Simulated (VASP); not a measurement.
# Ta16O (a cell with a defect) in VASP: single point with PBE

Aim: the single point of Ta16O (a cell with a defect) with PBE.

All numbers are computed with VASP 6.6.1; they aren't measurements. Logs are shortened: lines on timing, memory, paths and dates and some standing lists are left out, and cuts for length are marked.

**1. The cell of the first run**

The cell holds a defect, 17 atoms: a = 6.620 Å, b = 6.620 Å, c = 6.620 Å, α = 90.00°, β = 90.00°, γ = 90.00°.

**2. Single point, PBE**

INCAR reads:

```
SYSTEM = Ta16O
PREC = Accurate
ENCUT = 520
EDIFF = 1E-6
ISMEAR = 0
SIGMA = 0.1
LREAL = Auto
LASPH = .True.
NELM = 60
ALGO = Normal
ISIF = 2
LWAVE = .False.
LCHARG = .False.
GGA = PE
NBANDS = 105
```

KPOINTS reads:

```
Automatic mesh
0
Gamma
  3 3 3
  0 0 0
```

POSCAR reads:

```
Ta16O
1.0
    6.6200000000      0.0000000000      0.0000000000
    0.0000000000      6.6200000000      0.0000000000
    0.0000000000      0.0000000000      6.6200000000
Ta O
16 1
Direct
   -0.0076007649     -0.0001368349      0.0003449218
    0.4936146616     -0.0001528219      0.0003216728
    0.0004195967      0.4998648774     -0.0077145836
   -0.0076031037     -0.0001357647      0.4991219940
    0.2430048223      0.2501508043      0.2497250417
    0.4855501124      0.4998556859     -0.0076783235
    0.4936154157     -0.0001482569      0.4991137174
    0.7430315351      0.2950232595      0.2497230799
    0.0004210598      0.4998655229      0.5071505502
    0.2429779389      0.7495367950      0.2497281317
    0.2430152114      0.2424365524      0.7497236957
    0.4855559004      0.4998589010      0.5071458228
    0.7430114294      0.7047731888      0.2497182543
    0.7430144641      0.2501581443      0.7497237932
    0.2430275830      0.7573205076      0.7497265792
    0.7430305477      0.7495317231      0.7497179107
    0.7430167500      0.9998981962      0.2497322016
```

Potentials or basis: VASP PAW PBE potentials, release 64 (Ta_pv, O).

The run is started by

```bash
$ cat potpaw_PBE.64/Ta_pv/POTCAR potpaw_PBE.64/O/POTCAR > POTCAR
$ mpirun -np 1 vasp_std > vasp.out
```

OUTCAR:

```text
SYSTEM = Ta16O
   PREC = Accurate
   ENCUT = 520
   EDIFF = 1E-6
   ISMEAR = 0
   LREAL = Auto
   LASPH = .True.
   NELM = 60
   ISIF = 2
   GGA = PE

 ion  position               nearest neighbor table
   1  0.992  1.000  0.000-  17 2.33  15 2.84  11 2.84   5 2.87  10 2.87  14 2.87  16 2.87  13 3.04
                             8 3.04   4 3.30   2 3.30   3 3.31   3 3.31   2 3.32   4 3.32
   2  0.494  1.000  0.000-  17 2.33  15 2.84  11 2.84  14 2.87   5 2.87  16 2.87  10 2.87  13 3.04
                             8 3.04   1 3.30   7 3.30   6 3.31   6 3.31   7 3.32   1 3.32
   3  0.000  0.500  0.992-   8 2.77  13 2.77  11 2.84  15 2.84  16 2.87  14 2.87  10 2.87   5 2.87
                             6 3.21   9 3.21   1 3.31   1 3.31   9 3.41   6 3.41
   4  0.992  1.000  0.499-  17 2.33  15 2.84  11 2.84  14 2.87   5 2.87  16 2.87  10 2.87  13 3.04
                             8 3.04   1 3.30   7 3.30   9 3.31   9 3.31   7 3.32   1 3.32
   5  0.243  0.250  0.250-   6 2.87  12 2.87   9 2.87   3 2.87   1 2.87   4 2.87   7 2.87   2 2.87
                            10 3.31  11 3.31  11 3.31  10 3.31   8 3.32   8 3.32
   6  0.486  0.500  0.992-   8 2.77  13 2.77  11 2.84  15 2.84   5 2.87  10 2.87  14 2.87  16 2.87
                             3 3.21  12 3.21   2 3.31   2 3.31  12 3.41   3 3.41
   7  0.494  1.000  0.499-  17 2.33  15 2.84  11 2.84   5 2.87  14 2.87  10 2.87  16 2.87  13 3.04
                             8 3.04   4 3.30   2 3.30  12 3.31  12 3.31   2 3.32   4 3.32
   8  0.743  0.295  0.250-  17 1.95  13 2.71   9 2.77   3 2.77   6 2.77  12 2.77   1 3.04   4 3.04
                             7 3.04   2 3.04   5 3.32  14 3.32  14 3.32   5 3.32
   9  0.000  0.500  0.507-   8 2.77  13 2.77  11 2.84  15 2.84  16 2.87  10 2.87  14 2.87   5 2.87
                            12 3.21   3 3.21   4 3.31   4 3.31   3 3.41  12 3.41
  10  0.243  0.750  0.250-   9 2.87   6 2.87  12 2.87   3 2.87   1 2.87   4 2.87   7 2.87   2 2.87
                             5 3.31  15 3.31  15 3.31   5 3.31  13 3.32  13 3.32
  11  0.243  0.242  0.750-  12 2.84   6 2.84   3 2.84   9 2.84   2 2.84   4 2.84   7 2.84   1 2.84
                            15 3.21   5 3.31  14 3.31  14 3.31   5 3.31  15 3.41
  12  0.486  0.500  0.507-   8 2.77  13 2.77  11 2.84  15 2.84  10 2.87   5 2.87  16 2.87  14 2.87
                             9 3.21   6 3.21   7 3.31   7 3.31   6 3.41   9 3.41
  13  0.743  0.705  0.250-  17 1.95   8 2.71   3 2.77   9 2.77   6 2.77  12 2.77   1 3.04   2 3.04
                             7 3.04   4 3.04  10 3.32  16 3.32  16 3.32  10 3.32
  14  0.743  0.250  0.750-   3 2.87   9 2.87  12 2.87   6 2.87   4 2.87   1 2.87   2 2.87   7 2.87
                            16 3.31  11 3.31  11 3.31  16 3.31   8 3.32   8 3.32
  15  0.243  0.757  0.750-  12 2.84   6 2.84   3 2.84   9 2.84   2 2.84   7 2.84   4 2.84   1 2.84
                            11 3.21  16 3.31  10 3.31  10 3.31  16 3.31  11 3.41
  16  0.743  0.750  0.750-   3 2.87   9 2.87  12 2.87   6 2.87   4 2.87   1 2.87   2 2.87   7 2.87
                            14 3.31  15 3.31  15 3.31  14 3.31  13 3.32  13 3.32
  17  0.743  1.000  0.250-  13 1.95   8 1.95   1 2.33   4 2.33   7 2.33   2 2.33

  LATTYP: Found a simple cubic cell.
 ALAT       =     6.6200000000

  Lattice vectors:

 A1 = (   6.6200000000,   0.0000000000,   0.0000000000)
 A2 = (   0.0000000000,   6.6200000000,   0.0000000000)
 A3 = (   0.0000000000,   0.0000000000,   6.6200000000)

Analysis of symmetry for initial positions (statically):
=====================================================================
 Subroutine PRICEL returns:
 Original cell was already a primitive cell.

 Routine SETGRP: Setting up the symmetry group for a
 simple cubic supercell.

 Subroutine GETGRP returns: Found  1 space group operations
 (whereof  1 operations were pure point group operations)
 out of a pool of 48 trial point group operations.

The static configuration has the point symmetry C_1 .

Analysis of symmetry for dynamics (positions and initial velocities):
=====================================================================
 Subroutine PRICEL returns:
 Original cell was already a primitive cell.

 Routine SETGRP: Setting up the symmetry group for a
 simple cubic supercell.

 Subroutine GETGRP returns: Found  1 space group operations
 (whereof  1 operations were pure point group operations)
 out of a pool of 48 trial point group operations.

The dynamic configuration has the point symmetry C_1 .

 Subroutine INISYM returns: Found  1 space group operations
 (whereof  1 operations are pure point group operations),
 and found     1 'primitive' translations

----------------------------------------------------------------------------------------

                                     Primitive cell

  volume of cell :     290.1175

  direct lattice vectors                    reciprocal lattice vectors
     6.620000000  0.000000000  0.000000000     0.151057402  0.000000000  0.000000000
[... 69 lines left out ...]
 Found     14 irreducible k-points:

 Following reciprocal coordinates:
            Coordinates               Weight
  0.000000  0.000000  0.000000      1.000000
  0.333333  0.000000  0.000000      2.000000
  0.000000  0.333333  0.000000      2.000000
  0.000000  0.000000  0.333333      2.000000
  0.333333  0.333333  0.000000      2.000000
  0.000000  0.333333  0.333333      2.000000
  0.333333  0.000000  0.333333      2.000000
 -0.333333  0.333333  0.000000      2.000000
 -0.333333  0.000000  0.333333      2.000000
  0.000000 -0.333333  0.333333      2.000000
  0.333333  0.333333  0.333333      2.000000
 -0.333333  0.333333  0.333333      2.000000
 -0.333333 -0.333333  0.333333      2.000000
  0.333333 -0.333333  0.333333      2.000000
   k-points           NKPTS =     14   k-points in BZ     NKDIM =     14   number of bands    NBANDS=    105
   number of dos      NEDOS =    301   number of ions     NIONS =     17
   total plane-waves  NPLWV = 125000
   dimension x,y,z NGX =    50 NGY =   50 NGZ =   50
   dimension x,y,z NGXF=   100 NGYF=  100 NGZF=  100
   ions per type =              16   1
   NGX,Y,Z   is equivalent  to a cutoff of  12.56, 12.56, 12.56 a.u.
   NGXF,Y,Z  is equivalent  to a cutoff of  25.11, 25.11, 25.11 a.u.
 SYSTEM =  Ta16O
   PREC   = accura    normal or accurate (medium, high low for compatibility)
   ISTART =      0    job   : 0-new  1-cont  2-samecut
   ICHARG =      2    charge: 1-file 2-atom 10-const
   ISPIN  =      1    spin polarized calculation?
   LNONCOLLINEAR =      F non collinear calculations
   LSORBIT =      F    spin-orbit coupling
   LASPH  =      T    aspherical Exc in radial PAW
   ENCUT  =  520.0 eV  38.22 Ry    6.18 a.u.  12.31 12.31 12.31*2*pi/ulx,y,z
   NELM   =     60;   NELMIN=  2; NELMDL= -5     # of ELM steps
   EDIFF  = 0.1E-05   stopping-criterion for ELM
   LREAL  =      T    real-space projection
   EDIFFG = 0.1E-04   stopping-criterion for IOM
   NSW    =      0    number of steps for IOM
   IBRION =     -1    ionic relax: 0-MD 1-quasi-New 2-CG
   NFREE  =      0    steps in history (QN), initial steepest desc. (CG)
   ISIF   =      2    stress and relaxation
   ISYM   =      2    0-nonsym 1-usesym 2-fastsym
   POTIM  = 0.5000    time-step for ionic-motion
   TEBEG  =    0.0;   TEEND  =   0.0 temperature during run
   PSTRESS=    0.0 pullay stress
   NELECT =     182.0000    total number of electrons
   NUPDOWN=      -1.0000    fix difference up-down
   EMIN   =  10.00;   EMAX   =-10.00  energy-range for DOS
   EFERMI =   0.00;   METHOD = LEGACY
   ISMEAR =     0;   SIGMA  =   0.10  broadening in eV -4-tet -1-fermi 0-gaus
   EFERMI_NEDOS =   21; number of points for ismear=-14 and -15
   IALGO  =     38    algorithm
   IMIX   =      4    mixing-type and parameters
     AMIX     =   0.40;   BMIX     =  1.00
     AMIX_MAG =   1.60;   BMIX_MAG =  1.00
  volume/ion in A,a.u.               =      17.07       115.17
  Fermi-wavevector in a.u.,A,eV,Ry     =   1.401438  2.648334 26.722240  1.964029
  Thomas-Fermi vector in A             =   2.524299
   LORBIT       =      0    0 simple, 1 ext, 2 COOP (PROOUT), +10 PAW based schemes
   GGA     = PE    functional components
   LHFCALC =     F    Hartree Fock is set to
   AEXX    =    0.0000 exact exchange contribution
   IVDW    =     0    specifies the selected vdW correction
   LEPSILON=     F    determine dielectric tensor
   LRPA    =     F    only Hartree local field effects (RPA)
 non-spin polarized calculation
 Gauss-broadening in eV      SIGMA  =   0.10
  energy-cutoff  :      520.00
  volume of cell :      290.12
 maximum number of plane-waves:      7820
 NGX is ok and might be reduce to    50
   NGX = 25   NGY = 25   NGZ = 25

 number of electron     181.9999976 magnetization

 Free energy of the ion-electron system (eV)
  ---------------------------------------------------
  ext. energy  EPLUGINS =         0.00000000
  ---------------------------------------------------
  free energy    TOTEN  =      -197.03475930 eV

  energy without entropy =     -196.92791173  energy(sigma->0) =     -196.98133551

 E-fermi :   5.7198     XC(G=0): -12.6939

 val. band max:        5.6704087565   @ k =   0.3333   0.0000   0.3333
 cond. band min:       5.7278832897   @ k =   0.0000   0.3333   0.0000
 fundamental gap:      0.0574745332
 Fermi energy:         5.7198130418

 k-point     1 :       0.0000    0.0000    0.0000
  band No.  band energies     occupation
      1     -29.0713      2.00000
      2     -28.6500      2.00000
      3     -28.6500      2.00000
      4     -28.5644      2.00000
      5     -28.5559      2.00000
      6     -28.5559      2.00000
[... 1473 lines left out ...]
    102       8.4782      0.00000
    103       8.5580      0.00000
 [bands above 103 left out]

------------------------ aborting loop because EDIFF is reached ----------------------------------------

  FORCE on cell =-STRESS in cart. coord.  units (eV):
  Direction    XX          YY          ZZ          XY          YZ          ZX
  --------------------------------------------------------------------------------------
  -------------------------------------------------------------------------------------
  Total        8.7192092     26.1562701      8.7167058      0.0007889      0.0011012      0.0013340
  in kB       48.1519312    144.4482973     48.1381065      0.0043569      0.0060813      0.0073668
  external PRESSURE =      80.2461117 kB  Pullay stress =       0.0000000 kB

 VOLUME and BASIS-vectors are now :
 -----------------------------------------------------------------------------
  energy-cutoff  :      520.00
  volume of cell :      290.12
      direct lattice vectors                 reciprocal lattice vectors
     6.620000000  0.000000000  0.000000000     0.151057402  0.000000000  0.000000000
     0.000000000  6.620000000  0.000000000     0.000000000  0.151057402  0.000000000
     0.000000000  0.000000000  6.620000000     0.000000000  0.000000000  0.151057402

 POSITION                                       TOTAL-FORCE (eV/Angst)
 -----------------------------------------------------------------------------------
      6.56968      6.61909      0.00228         0.010091      0.000336     -0.011403
      3.26773      6.61899      0.00213        -0.008608      0.001468     -0.009645
      0.00278      3.30911      6.56893         0.001658      0.000069     -0.000205
      6.56967      6.61910      3.30419         0.011061      0.000492      0.010604
      1.60869      1.65600      1.65318        -0.001537     -0.005522      0.000037
      3.21434      3.30904      6.56917         0.002293     -0.000177     -0.001367
[... 9 lines left out ...]
      4.91886      4.96190      4.96313        -0.003644      0.009073      0.000980
      4.91877      6.61933      1.65323         0.000928     -0.001142     -0.001500
 -----------------------------------------------------------------------------------
    total drift:                               -0.001426      0.000102     -0.002232

  FREE ENERGIE OF THE ION-ELECTRON SYSTEM (eV)
  ---------------------------------------------------
  free  energy   TOTEN  =      -197.0347592995 eV

  energy  without entropy=     -196.9279117290  energy(sigma->0) =     -196.98133551
```

Run time: 23 min. Hardware: 1 thread of AMD EPYC 7R43 (Zen 3), shared host; peak memory 0.47 GiB.

What came out:

```
Free energy            : -197.0348 eV
Pressure               : 8.0 GPa
Largest force          : 0.072 eV/Å
Band gap on the k mesh : zero (band 91 reaches 6.75 eV, above the bottom of band 92 at 5.38 eV)
```

Forces on the atoms (eV/Å):
```
Ta   0.010  0.000 -0.011
Ta  -0.009  0.001 -0.010
Ta   0.002  0.000  0.000
Ta   0.011  0.000  0.011
Ta  -0.002 -0.006  0.000
Ta   0.002  0.000 -0.001
Ta  -0.008  0.001  0.011
Ta  -0.003  0.067  0.001
Ta   0.001  0.000  0.000
Ta   0.001  0.009  0.000
Ta   0.000 -0.015  0.001
Ta   0.002  0.000 -0.001
Ta  -0.002 -0.072  0.001
Ta  -0.002 -0.006  0.000
Ta  -0.002  0.011  0.000
Ta  -0.004  0.009  0.001
O    0.001 -0.001 -0.002
```

Stress tensor (GPa, compression positive):
```
 4.82  0.00  0.00
 0.00 14.44  0.00
 0.00  0.00  4.81
```

Levels at points of the mesh, in eV from the Fermi level:
```tsv
k point	band 88	band 89	band 90	band 91	band 92	band 93	band 94	band 95
(0.00, 0.00, 0.00)	0.58	0.93	0.93	1.03	1.03	1.03	1.16	1.25
```

Caveat: spin-orbit coupling is left out, which moves the levels of the heavy elements.
